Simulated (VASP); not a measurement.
# TiTe2 (P6_3/mmc) in VASP: a series of runs

The runs below take TiTe2 through relaxation of cell and atoms, single point, with PBE.

All numbers are computed with VASP 6.6.1; they aren't measurements. Logs are shortened: lines on timing, memory, paths and dates and some standing lists are left out, and cuts for length are marked.

## (1) The cell of the first run

Symmetry: P6_3/mmc, No. 194, hexagonal system. Conventional cell: a = 5.280 Å, b = 5.280 Å, c = 5.944 Å, α = 90.00°, β = 90.00°, γ = 120.00°. Ti (site symmetry -6m2) has 11 Te at 2.97 to 3.39 Å within 3.9 Å. Within 3.9 Å of Te (site symmetry -3m) lie 8 Te at 2.97 to 3.39 Å and 6 Ti at 3.39 Å. Te (site symmetry -6m2) has 5 Ti at 2.97 to 3.05 Å and 6 Te at 3.39 Å within 3.9 Å.

The cell was generated, and may not be a known phase.

## (2) Relaxation of cell and atoms, PBE

File INCAR:

```
  PREC = Accurate
  ENCUT = 600
  EDIFF = 1E-7
  ISMEAR = 0
  SIGMA = 0.1
  LREAL = False
  LASPH = True
  NELM = 100
  ALGO = Normal
  ISIF = 3
  LWAVE = False
  LCHARG = False
  GGA = PE
  IBRION = 2
  NSW = 90
  EDIFFG = -0.04
```

File KPOINTS:

```
regular mesh
0
Gamma
  6 6 4
```

File POSCAR:

```
TiTe2
1.0
    5.2801690737      0.0000000000      0.0000000000
   -2.6400845369      4.5727605541      0.0000000000
    0.0000000000      0.0000000000      5.9440687702
Ti Te
2 4
Direct
    0.3333333333      0.6666666667      0.2500000000
    0.6666666667      0.3333333333      0.7500000000
    0.0000000000      0.0000000000      0.0000000000
    0.0000000000      0.0000000000      0.5000000000
    0.3333333333      0.6666666667      0.7500000000
    0.6666666667      0.3333333333      0.2500000000
```

Potentials or basis: VASP PAW PBE potentials, release 64 (Ti_sv, Te).

Run with:

```console
cat potpaw_PBE.64/Ti_sv/POTCAR potpaw_PBE.64/Te/POTCAR > POTCAR
mpirun -np 1 vasp_std > vasp.out
```

OUTCAR:

```text
PREC = Accurate
   ENCUT = 600
   EDIFF = 1E-7
   ISMEAR = 0
   LREAL = False
   LASPH = True
   NELM = 100
   ISIF = 3
   GGA = PE
   IBRION = 2
   NSW = 90
   EDIFFG = -0.04

 ion  position               nearest neighbor table
   1  0.333  0.667  0.250-   5 2.97   5 2.97   6 3.05   6 3.05   6 3.05
   2  0.667  0.333  0.750-   6 2.97   6 2.97   5 3.05   5 3.05   5 3.05
   3  0.000  0.000  0.000-   4 2.97   4 2.97   6 3.39   5 3.39   6 3.39   5 3.39   6 3.39   5 3.39

   4  0.000  0.000  0.500-   3 2.97   3 2.97   6 3.39   5 3.39   6 3.39   5 3.39   6 3.39   5 3.39

   5  0.333  0.667  0.750-   1 2.97   1 2.97   2 3.05   2 3.05   2 3.05   3 3.39   4 3.39   4 3.39
                             3 3.39   4 3.39   3 3.39
   6  0.667  0.333  0.250-   2 2.97   2 2.97   1 3.05   1 3.05   1 3.05   3 3.39   4 3.39   3 3.39
                             4 3.39   3 3.39   4 3.39

  LATTYP: Found a hexagonal cell.
 ALAT       =     5.2801690737
 C/A-ratio  =     1.1257345527

  Lattice vectors:

 A1 = (   5.2801690737,   0.0000000000,   0.0000000000)
 A2 = (  -2.6400845369,   4.5727605541,   0.0000000000)
 A3 = (   0.0000000000,   0.0000000000,   5.9440687702)

Analysis of symmetry for initial positions (statically):
=====================================================================
 Subroutine PRICEL returns:
 Original cell was already a primitive cell.

 Routine SETGRP: Setting up the symmetry group for a
 hexagonal supercell.

 Subroutine GETGRP returns: Found 24 space group operations
 (whereof 12 operations were pure point group operations)
 out of a pool of 24 trial point group operations.

The static configuration has the point symmetry D_3d.
 The point group associated with its full space group is D_6h.

Analysis of symmetry for dynamics (positions and initial velocities):
=====================================================================
 Subroutine PRICEL returns:
 Original cell was already a primitive cell.

 Routine SETGRP: Setting up the symmetry group for a
 hexagonal supercell.

 Subroutine GETGRP returns: Found 24 space group operations
 (whereof 12 operations were pure point group operations)
 out of a pool of 24 trial point group operations.

The dynamic configuration has the point symmetry D_3d.
 The point group associated with its full space group is D_6h.

 Subroutine INISYM returns: Found 24 space group operations
 (whereof 12 operations are pure point group operations),
 and found     1 'primitive' translations

----------------------------------------------------------------------------------------

                                     Primitive cell

  volume of cell :     143.5192

  direct lattice vectors                    reciprocal lattice vectors
     5.280169074  0.000000000  0.000000000     0.189387875  0.109343141  0.000000000
    -2.640084537  4.572760554  0.000000000     0.000000000  0.218686281  0.000000000
     0.000000000  0.000000000  5.944068770     0.000000000  0.000000000  0.168234931

  length of vectors
     5.280169074  5.280169074  5.944068770     0.218686281  0.218686281  0.168234931

  position of ions in fractional coordinates (direct lattice)
     0.333333333  0.666666667  0.250000000
     0.666666667  0.333333333  0.750000000
     0.000000000  0.000000000  0.000000000
     0.000000000  0.000000000  0.500000000
     0.333333333  0.666666667  0.750000000
     0.666666667  0.333333333  0.250000000

  ion indices of the primitive-cell ions
   primitive index   ion index
                 1           1
                 2           2
                 3           3
                 4           4
                 5           5
                 6           6

----------------------------------------------------------------------------------------

 KPOINTS: regular mesh

Automatic generation of k-mesh.
 Grid dimensions read from file:
 generate k-points for:    6    6    4

 Generating k-lattice:

  Cartesian coordinates                     Fractional coordinates (reciprocal lattice)
     0.031564646  0.018223857  0.000000000     0.166666667  0.000000000  0.000000000
     0.000000000  0.036447714  0.000000000     0.000000000  0.166666667  0.000000000
     0.000000000  0.000000000  0.042058733     0.000000000  0.000000000  0.250000000

  Length of vectors
     0.036447714  0.036447714  0.042058733

  Shift w.r.t. Gamma in fractional coordinates (k-lattice)
     0.000000000  0.000000000  0.000000000

 Subroutine IBZKPT returns following result:
 ===========================================

 Found     21 irreducible k-points:

 Following reciprocal coordinates:
            Coordinates               Weight
  0.000000  0.000000  0.000000      1.000000
  0.166667 -0.000000  0.000000      6.000000
  0.333333 -0.000000  0.000000      6.000000
  0.500000 -0.000000  0.000000      3.000000
  0.166667  0.166667  0.000000      6.000000
  0.333333  0.166667  0.000000     12.000000
[... 13 lines left out ...]
  0.333333  0.166667  0.500000     12.000000
  0.333333  0.333333  0.500000      2.000000
   k-points           NKPTS =     21   k-points in BZ     NKDIM =     21   number of bands    NBANDS=     28
   number of dos      NEDOS =    301   number of ions     NIONS =      6
   total plane-waves  NPLWV =  84672
   dimension x,y,z NGX =    42 NGY =   42 NGZ =   48
   dimension x,y,z NGXF=    84 NGYF=   84 NGZF=   96
   ions per type =               2   4
   NGX,Y,Z   is equivalent  to a cutoff of  13.22, 13.22, 13.42 a.u.
   NGXF,Y,Z  is equivalent  to a cutoff of  26.45, 26.45, 26.85 a.u.
 SYSTEM =  unknown system
   PREC   = accura    normal or accurate (medium, high low for compatibility)
   ISTART =      0    job   : 0-new  1-cont  2-samecut
   ICHARG =      2    charge: 1-file 2-atom 10-const
   ISPIN  =      1    spin polarized calculation?
   LNONCOLLINEAR =      F non collinear calculations
   LSORBIT =      F    spin-orbit coupling
   LASPH  =      T    aspherical Exc in radial PAW
   ENCUT  =  600.0 eV  44.10 Ry    6.64 a.u.  10.55 10.55 11.87*2*pi/ulx,y,z
   NELM   =    100;   NELMIN=  2; NELMDL= -5     # of ELM steps
   EDIFF  = 0.1E-06   stopping-criterion for ELM
   LREAL  =      F    real-space projection
   EDIFFG = -.4E-01   stopping-criterion for IOM
   NSW    =     90    number of steps for IOM
   IBRION =      2    ionic relax: 0-MD 1-quasi-New 2-CG
   NFREE  =      1    steps in history (QN), initial steepest desc. (CG)
   ISIF   =      3    stress and relaxation
   ISYM   =      2    0-nonsym 1-usesym 2-fastsym
   POTIM  = 0.5000    time-step for ionic-motion
   TEBEG  =    0.0;   TEEND  =   0.0 temperature during run
   PSTRESS=    0.0 pullay stress
   NELECT =      48.0000    total number of electrons
   NUPDOWN=      -1.0000    fix difference up-down
   EMIN   =  10.00;   EMAX   =-10.00  energy-range for DOS
   EFERMI =   0.00;   METHOD = LEGACY
   ISMEAR =     0;   SIGMA  =   0.10  broadening in eV -4-tet -1-fermi 0-gaus
   EFERMI_NEDOS =   21; number of points for ismear=-14 and -15
   IALGO  =     38    algorithm
   IMIX   =      4    mixing-type and parameters
     AMIX     =   0.40;   BMIX     =  1.00
     AMIX_MAG =   1.60;   BMIX_MAG =  1.00
  volume/ion in A,a.u.               =      23.92       161.42
  Fermi-wavevector in a.u.,A,eV,Ry     =   1.136367  2.147422 17.569605  1.291330
  Thomas-Fermi vector in A             =   2.273072
   LORBIT       =      0    0 simple, 1 ext, 2 COOP (PROOUT), +10 PAW based schemes
   GGA     = PE    functional components
   LHFCALC =     F    Hartree Fock is set to
   AEXX    =    0.0000 exact exchange contribution
   IVDW    =     0    specifies the selected vdW correction
   LEPSILON=     F    determine dielectric tensor
   LRPA    =     F    only Hartree local field effects (RPA)
 conjugate gradient relaxation of ions
 non-spin polarized calculation
 Gauss-broadening in eV      SIGMA  =   0.10
  energy-cutoff  :      600.00
  volume of cell :      143.52
 maximum number of plane-waves:      4824
   NGX = 21   NGY = 21   NGZ = 23

--------------------------------------- Ionic step        1  -------------------------------------------

 number of electron      48.0000002 magnetization

 Free energy of the ion-electron system (eV)
  ---------------------------------------------------
  ext. energy  EPLUGINS =         0.00000000
  ---------------------------------------------------
  free energy    TOTEN  =       -28.25013379 eV

  energy without entropy =      -28.19778667  energy(sigma->0) =      -28.22396023

------------------------ aborting loop because EDIFF is reached ----------------------------------------

  FORCE on cell =-STRESS in cart. coord.  units (eV):
  Direction    XX          YY          ZZ          XY          YZ          ZX
  --------------------------------------------------------------------------------------
  -------------------------------------------------------------------------------------
  Total        0.4442512      0.4442512     -0.1084111     -0.0000000      0.0000000     -0.0000000
  in kB        4.9593998      4.9593998     -1.2102476     -0.0000000      0.0000000     -0.0000000
  external PRESSURE =       2.9028506 kB  Pullay stress =       0.0000000 kB
[... 105 lines left out ...]
  energy  without entropy=      -28.1992691109  energy(sigma->0) =      -28.22567800

--------------------------------------- Ionic step        4  -------------------------------------------

 number of electron      47.9999998 magnetization

 Free energy of the ion-electron system (eV)
  ---------------------------------------------------
  ext. energy  EPLUGINS =         0.00000000
  ---------------------------------------------------
  free energy    TOTEN  =       -28.25326406 eV

  energy without entropy =      -28.20098303  energy(sigma->0) =      -28.22712354

 E-fermi :   9.0642     XC(G=0): -10.5289

 val. band max:        9.0453394621   @ k =   0.3333   0.3333   0.2500
 cond. band min:       9.0663490614   @ k =   0.5000  -0.0000   0.2500
 fundamental gap:      0.0210095993
 Fermi energy:         9.0642472835

 k-point     1 :       0.0000    0.0000    0.0000
  band No.  band energies     occupation
      1     -48.8842      2.00000
      2     -48.8835      2.00000
      3     -25.1936      2.00000
      4     -25.1857      2.00000
      5     -25.1178      2.00000
      6     -25.1178      2.00000
[... 673 lines left out ...]
  FREE ENERGIE OF THE ION-ELECTRON SYSTEM (eV)
  ---------------------------------------------------
  free  energy   TOTEN  =       -28.2532640575 eV

  energy  without entropy=      -28.2009830325  energy(sigma->0) =      -28.22712354

 reached required accuracy - stopping structural energy minimisation
```

Run time: 14 min. Hardware: 1 thread of Intel Xeon 8259CL, shared host; peak memory 0.35 GiB.

What came out:

| Item | Value |
| --- | --- |
| Free energy | -28.2533 eV |
| Relaxed volume | 24.07 Å³/atom |
| Relaxed cell | a = 5.311 Å, b = 5.311 Å, c = 5.912 Å, α = 90.00°, β = 90.00°, γ = 120.00° |
| Space group after relaxing (to 0.1 Å) | P6_3/mmc (No. 194) |
| Energy gained by relaxing | 0.5 meV/atom |
| Ionic steps | 4 |
| Pressure after relaxing | -0.1 GPa |
| Band gap on the k mesh | zero (bands 24 and 25 overlap by 0.92 eV) |

The path:
| step | energy change (eV) | largest force (eV/Å) | pressure (GPa) | volume (Å³) |
| --- | --- | --- | --- | --- |
| 1 | 0.0000 | 0.0000 | 0.29 | 143.52 |
| 2 | -0.0019 | 0.0000 | -0.13 | 144.42 |
| 3 | -0.0020 | 0.0000 | -0.21 | 144.60 |
| 4 | -0.0031 | 0.0000 | -0.09 | 144.41 |

Final structure:
```
Ti Te
1.0
     5.31082    0.00000    0.00000
    -2.65541    4.59930    0.00000
     0.00000    0.00000    5.91216
Ti Te
2 4
Direct
  0.33333 0.66667 0.25000
  0.66667 0.33333 0.75000
  0.00000 0.00000 0.00000
  0.00000 0.00000 0.50000
  0.33333 0.66667 0.75000
  0.66667 0.33333 0.25000
```

Levels at points of the mesh, in eV from the Fermi level:
```csv
k point,band 22,band 23,band 24,band 25,band 26,band 27
"(0.00, 0.00, 0.00)",-0.89,-0.89,-0.82,-0.82,-0.14,0.41
"(0.50, 0.00, 0.00)",-0.34,0.05,0.07,0.10,0.23,0.33
"(0.00, 0.00, 0.50)",-2.08,-1.84,-1.84,0.07,0.07,0.07
"(0.50, 0.00, 0.50)",-1.35,-0.86,-0.86,0.28,0.28,0.31
```

Caveat: the highest band is partly filled, so the run has too few bands; spin-orbit coupling is left out, which moves the levels of the heavy elements.

## (3) Single point, PBE, collinear spin

This run uses another cell than the first one, of 24.07 Å³/atom.

File INCAR:

```
  PREC = Accurate
  ENCUT = 520
  EDIFF = 1E-6
  ISMEAR = 0
  SIGMA = 0.1
  LREAL = False
  LASPH = True
  NELM = 150
  ALGO = Normal
  ISIF = 2
  LWAVE = False
  LCHARG = False
  ISPIN = 2
  MAGMOM = 1 1 0 0 0 0
  LORBIT = 11
  LMAXMIX = 4
  GGA = PE
  NBANDS = 37
```

File KPOINTS:

```
Automatic mesh
0
Gamma
  6 6 4
```

Edit POSCAR of step 2 so:

```diff
@@ -2,5 +2,5 @@
 1.0
-    5.2801690737      0.0000000000      0.0000000000
-   -2.6400845369      4.5727605541      0.0000000000
-    0.0000000000      0.0000000000      5.9440687702
+    5.3101706289      0.0000000000      0.0000000000
+   -2.6550853145      4.5987426631      0.0000000000
+    0.0000000000      0.0000000000      5.9142308643
 Ti Te
```

Potentials or basis: VASP PAW PBE potentials, release 64 (Ti_sv, Te).

Run with:

```console
cat potpaw_PBE.64/Ti_sv/POTCAR potpaw_PBE.64/Te/POTCAR > POTCAR
mpirun -np 1 vasp_std > vasp.out
```

Run time: 10 min. Hardware: 1 thread of Intel Xeon 8259CL, shared host; peak memory 0.41 GiB.

It converged, with:

```yaml
Free_energy: -28.3807 eV
Pressure: 0.7 GPa
Net_moment: 1.93 μB per cell
Site_moments: Ti +0.92; Te -0.07 μB
Valence_electrons_inside_the_program's_atomic_spheres: Ti 10.05; Te 3.34, 3.41 (each value once)
```

Levels at points of the mesh, in eV from the Fermi level:
Spin up:
| k point | band 22 | band 23 | band 24 | band 25 | band 26 | band 27 | band 28 | band 29 |
| --- | --- | --- | --- | --- | --- | --- | --- | --- |
| (0.00, 0.00, 0.00) | -0.98 | -0.98 | -0.74 | -0.74 | -0.10 | 0.36 | 0.36 | 0.71 |
| (0.50, 0.00, 0.00) | -0.15 | 0.01 | 0.01 | 0.04 | 0.09 | 0.11 | 0.16 | 0.50 |
| (0.00, 0.00, 0.50) | -1.94 | -1.69 | -1.69 | -0.11 | -0.11 | -0.11 | -0.11 | 1.11 |
| (0.50, 0.00, 0.50) | -1.30 | -0.71 | -0.71 | 0.11 | 0.11 | 0.18 | 0.18 | 0.63 |
Spin down:
| k point | band 20 | band 21 | band 22 | band 23 | band 24 | band 25 | band 26 | band 27 |
| --- | --- | --- | --- | --- | --- | --- | --- | --- |
| (0.00, 0.00, 0.00) | -1.95 | -1.74 | -0.69 | -0.69 | -0.13 | -0.13 | 0.43 | 0.97 |
| (0.50, 0.00, 0.00) | -2.54 | -1.19 | -0.17 | 0.66 | 0.67 | 0.68 | 0.96 | 1.01 |
| (0.00, 0.00, 0.50) | -1.87 | -1.87 | -1.87 | -1.63 | -1.63 | 0.84 | 0.84 | 0.84 |
| (0.50, 0.00, 0.50) | -1.62 | -0.99 | -0.99 | -0.66 | -0.66 | 0.95 | 0.95 | 1.09 |

Caveat: spin-orbit coupling is left out, which moves the levels of the heavy elements.

The gap in the log of VASP goes by the Fermi energy; the results here count the filled bands.